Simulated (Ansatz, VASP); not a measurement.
# InSb: VASP beside Ansatz

```
CELL_PARAMETERS angstrom
0.00000 3.27347 3.27347
3.27347 0.00000 3.27347
3.27347 3.27347 0.00000
ATOMIC_POSITIONS crystal
In 0.00000 0.00000 0.00000
Sb 0.75000 0.75000 0.75000
```

Alike in both runs: functional PBE; dispersion D3(BJ); k mesh 12 × 12 × 12; occupations gaussian, width 0.1 eV; no spin polarisation.

Ansatz relaxed the structure, and its values are those at the end. VASP's run is a single point on that final structure, the one shown.

|  | VASP | Ansatz |
| --- | --- | --- |
| version | VASP 6.6.1 | Ansatz 0.2.0 |
| potentials or method | VASP PAW PBE potentials, release 64 (In_d, Sb), cutoff 520 eV | scalar-relativistic, plane waves, PAW |
| valence electrons in the cell | 18 | 28 |

Ansatz gave:

| Quantity | Value |
| --- | --- |
| gap on the k mesh at the Fermi level (eV) | none |
| pressure (GPa) | 0.0 |

Q: What did VASP give for the same quantities?

A: gap on the k mesh at the Fermi level (eV): none; pressure (GPa): -0.1.

A gap of «none» marks a metal or a gap that the smearing closes. VASP's potentials hold 18 valence electrons a cell and Ansatz's 28, so a difference there can come from the potentials and not from the codes.

Neither program's run includes spin-orbit coupling.
